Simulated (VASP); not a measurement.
Runs of VASP 6.6.1 on Ga. The structure is that of space group Fd-3m (No. 227), or close to it. The cells are those of the table. 

```tsv
task	level	cell	k mesh	k mesh for the DOS	occupations for the DOS	gap on the mesh (eV)	pressure (GPa)
single point	PBEsol	a = 3.717 Å, angles 60.0°, 2 atoms	13 × 13 × 13	-	-	none	(a)
single point	PBEsol	a = 3.962 Å, angles 60.0°, 2 atoms	13 × 13 × 13	-	-	none	(b)
single point	PBEsol	a = 3.436 Å, angles 60.0°, 2 atoms	16 × 16 × 16	-	-	none	72.6
single point	PBEsol	a = 3.276 Å, angles 60.0°, 2 atoms	13 × 13 × 13	-	-	none	129.9
single point	PBEsol	a = 4.073 Å, angles 60.0°, 2 atoms	13 × 13 × 13	-	-	none	0.1
single point	PBEsol+D4	a = 3.276 Å, angles 60.0°, 2 atoms	13 × 13 × 13	-	-	none	125.1
```

Alike in all rows: potentials or basis VASP PAW PBE potentials, release 64 (Ga_d); no spin polarisation; cutoff (eV) 520; smearing fermi-dirac 0.08 eV.

Q: Fill in the values left out.

A: (a) 22.7; (b) 4.4.

Caveats: the PAW data sets were made with another functional, which shifts forces and pressure a little; pairwise dispersion overbinds metals, which lowers pressure and volume (some runs).

A k mesh can miss the band edges, and the runs leave out spin-orbit coupling on Ga.

A gap of «none» marks levels without a gap at the run's occupations.
